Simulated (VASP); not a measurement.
Input of a VASP 6.6.1 run:

INCAR

```
SYSTEM = As
PREC     = Accurate       ! precision mode
ENCUT    = 520            ! plane-wave cutoff, eV
EDIFF    = 1E-6           ! SCF threshold, eV
ISMEAR   = -1             ! smearing method
SIGMA    = 0.05           ! smearing width, eV
LREAL    = .False.        ! projectors in reciprocal space
LASPH    = .True.         ! aspherical terms in the spheres
NELM     = 100            ! most SCF steps
ALGO     = Normal         ! electronic algorithm
ISIF     = 2              ! what is computed and relaxed
LWAVE    = .False.        ! write WAVECAR
LCHARG   = .False.        ! write CHGCAR
GGA      = PE             ! functional
NBANDS   = 8              ! bands
```

The input KPOINTS:

```
regular mesh
0
Gamma
  15 15 15
  0 0 0
```

Contents of POSCAR:

```
As
1.0
    0.0000000000      1.7764448963      1.7764448963
    1.7764448963      0.0000000000      1.7764448963
    1.7764448963      1.7764448963      0.0000000000
As
1
Direct
    0.0000000000      0.0000000000      0.0000000000
```

Potentials or basis: VASP PAW PBE potentials, release 64 (As).

Command:

```sh
$ cat potpaw_PBE.64/As/POTCAR > POTCAR
$ mpirun -np 1 vasp_std > vasp.out
```

**Question.** What does it give for the pressure?

**Answer.** 143.0 GPa.
